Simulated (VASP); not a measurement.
C, 8 atoms in the cell. It takes space group Cm (No. 8, monoclinic). The conventional cell has a = 4.368 Å, b = 2.522 Å, c = 8.237 Å, α = 90.00°, β = 90.00°, γ = 90.00°. C (site symmetry m) has 4 C at 1.52 to 1.61 Å within 2.0 Å. C (site symmetry m) has 4 C at 1.54 Å within 2.1 Å. C (site symmetry m) has 4 C at 1.54 Å within 2.1 Å. C (site symmetry m) has 4 C at 1.54 Å within 2.1 Å. Within 2.0 Å of C (site symmetry m) lie 4 C at 1.52 to 1.61 Å. Within 2.1 Å of C (site symmetry m) lie 4 C at 1.54 Å. C (site symmetry m) has 4 C at 1.52 to 1.54 Å within 2.0 Å. Within 2.1 Å of C (site symmetry m) lie 4 C at 1.54 Å.  This cell differs from its parent crystal: atom 5 (C) moved -0.067 Å towards its neighbour atom 1 (C) at 1.544 Å.

| Property | Result |
| --- | --- |
| Program | VASP 6.6.1 |
| Task | single point |
| Functional | PBE |
| Potentials or basis | VASP PAW PBE potentials, release 64 (C) |
| Cutoff | 520 eV |
| k mesh | 12 × 12 × 4 |
| Occupations | gaussian, width 0.05 eV |
| Spin | no spin polarisation |
| Dipole correction | no |
| Further INCAR settings | ALGO = Normal; EDIFF = 1e-07; NBANDS = 26 |

Potentials or basis: VASP PAW PBE potentials, release 64 (C).

Command:

```sh
$ cat potpaw_PBE.64/C/POTCAR > POTCAR
$ mpirun -np 1 vasp_std > vasp.out
```

Hardware: 1 thread of Intel Xeon 8259CL, on a shared host.

Problem. Estimate the wall time of this run.

Solution. It took 4.1 min on 1 thread of Intel Xeon 8259CL, with other jobs on the host, peak memory 0.25 GiB. Counts: scf iterations 13, k points 164.
